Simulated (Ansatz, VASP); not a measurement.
## One calculation of BiRu, two programs

The input INCAR:

```
SYSTEM = BiRu
PREC = Accurate
ENCUT = 520
EDIFF = 1E-6
ISMEAR = -1
SIGMA = 0.05
LREAL = .False.
LASPH = .True.
NELM = 100
ALGO = Normal
ISIF = 2
LWAVE = .False.
LCHARG = .True.
GGA = PE
LELF = .True.
LVHAR = .True.
NBANDS = 22
```

KPOINTS

```
Automatic mesh
0
Gamma
  10 10 10
  0 0 0
```

Contents of POSCAR:

```
BiRu
1.0
    0.0000000000      2.7467113722      2.7467113722
    2.7467113722      0.0000000000      2.7467113722
    2.7467113722      2.7467113722      0.0000000000
Ru Bi
1 1
Direct
    0.0000000000      0.0000000000      0.0000000000
    0.5000000000      0.5000000000      0.5000000000
```

Input for Ansatz:

```yaml
crystal:
  lattice:
    - [0.0, 2.7467113722, 2.7467113722]
    - [2.7467113722, 0.0, 2.7467113722]
    - [2.7467113722, 2.7467113722, 0.0]
  atoms:
    - { symbol: Ru, position: [0.0, 0.0, 0.0] }
    - { symbol: Bi, position: [0.5, 0.5, 0.5] }
kpoints:
  mp_grid: { grid: [10, 10, 10] }
scf:
  occupations: { method: fermi_dirac, width: 0.05 }
hamiltonian:
  xc: pbe
  pseudopotentials: { kind: all_electron, lapw: { basis_error: 0.00025 } }
output:
  forces: true
  stress: true
  eigenvalues: true
```

Change from the starting cell: volume scaled by 0.97.

Alike in both runs: task single point; functional PBE; k mesh 10 × 10 × 10; occupations fermi-dirac, width 0.05 eV; no spin polarisation.

```csv
,VASP,Ansatz
version,VASP 6.6.1,Ansatz 0.2.0
potentials or method,"VASP PAW PBE potentials, release 64 (Ru_pv, Bi_d), cutoff 520 eV","all-electron LAPW, scalar-relativistic"
```

VASP gave:

```
pressure (GPa) : 3.8
```

Problem. What did Ansatz give for the same quantities?

Solution. Pressure (GPa): 3.7.

Ansatz ran all-electron here, and VASP with PAW potentials.

Neither program's run includes spin-orbit coupling.
